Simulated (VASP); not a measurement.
A run of VASP 6.6.1 is set up as follows.

File INCAR:

```
ALGO = Normal
EDIFF = 1E-6
ENCUT = 520
GGA = PE
ISIF = 2
ISMEAR = 0
ISPIN = 2
LASPH = True
LCHARG = False
LMAXMIX = 4
LORBIT = 11
LREAL = False
LWAVE = False
MAGMOM = 1 1 1 0 0 0 0 0 0 0 0 0
NBANDS = 65
NELM = 150
PREC = Accurate
SIGMA = 0.1
```

Contents of KPOINTS:

```
k-points
0
Gamma
  4 4 2
```

POSCAR

```
Ti3SnO8
1.0
    3.8426618406      0.0000000000      0.0000000000
    0.0000000000      3.8426618406      0.0000000000
    0.0000000000      0.0000000000     10.0265864999
Ti Sn O
3 1 8
Direct
    0.0000000000      0.0000000000      0.0000000000
    0.0000000000      0.5000000000      0.2371363728
    0.5000000000      0.0000000000      0.7628636272
    0.5000000000      0.5000000000      0.5000000000
    0.0000000000      0.0000000000      0.1975624170
    0.5000000000      0.5000000000      0.7169290161
    0.0000000000      0.5000000000      0.4392198432
    0.5000000000      0.0000000000      0.9601288208
    0.0000000000      0.5000000000      0.0398711792
    0.5000000000      0.0000000000      0.5607801568
    0.0000000000      0.0000000000      0.8024375830
    0.5000000000      0.5000000000      0.2830709839
```

Potentials or basis: VASP PAW PBE potentials, release 64 (Ti_sv, Sn_d, O).

Command:

```sh
$ cat potpaw_PBE.64/Ti_sv/POTCAR potpaw_PBE.64/Sn_d/POTCAR potpaw_PBE.64/O/POTCAR > POTCAR
$ mpirun -np 1 vasp_std > vasp.out
```

Task: Estimate the pressure.

Result: 0.5 GPa.

Task: Estimate the largest force.

Result: 0.026 eV/Å.

Task: What does it give for the net moment?

Result: 0.00 μB per cell.

Forces in eV/Å, atoms in the order of the input:
```
Ti   0.000  0.000  0.000
Ti   0.000  0.000  0.026
Ti   0.000  0.000 -0.026
Sn   0.000  0.000  0.000
O    0.000  0.000  0.022
O    0.000  0.000  0.004
O    0.000  0.000  0.000
O    0.000  0.000  0.023
O    0.000  0.000 -0.023
O    0.000  0.000  0.000
O    0.000  0.000 -0.022
O    0.000  0.000 -0.004
```
